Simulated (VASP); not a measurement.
A run of VASP 6.6.1:

Contents of INCAR:

```
  PREC = Accurate
  ENCUT = 520
  EDIFF = 1E-6
  ISMEAR = 0
  SIGMA = 0.01
  LREAL = False
  LASPH = True
  NELM = 60
  ALGO = Normal
  ISIF = 2
  LWAVE = False
  LCHARG = False
  GGA = PE
  NBANDS = 28
```

File KPOINTS:

```
regular mesh
0
Gamma
  10 10 8
```

POSCAR

```
SnO
1.0
    3.6361670550      0.0000000000      0.0000000000
    0.0000000000      3.6361670550      0.0000000000
    0.0000000000      0.0000000000      5.2486248401
Sn O
2 2
Direct
    0.0000000000      0.5000000000      0.2293862532
    0.5000000000      0.0000000000      0.7706137468
    0.5000000000      0.5000000000      0.0000000000
    0.0000000000      0.0000000000      0.0000000000
```

Potentials or basis: VASP PAW PBE potentials, release 64 (Sn_d, O).

Run with:

```console
$ cat potpaw_PBE.64/Sn_d/POTCAR potpaw_PBE.64/O/POTCAR > POTCAR
$ mpirun -np 1 vasp_std > vasp.out
```

Hardware: 1 thread of Intel(R) Xeon(R) Platinum 8559C (Emerald Rapids), with other jobs on the host.

Task: How long does it take, and how much memory?

Result: Run time: 2.9 min on 1 thread of Intel(R) Xeon(R) Platinum 8559C (Emerald Rapids) (shared host), peak memory 0.28 GiB. Counts: scf iterations 14, k points 105.
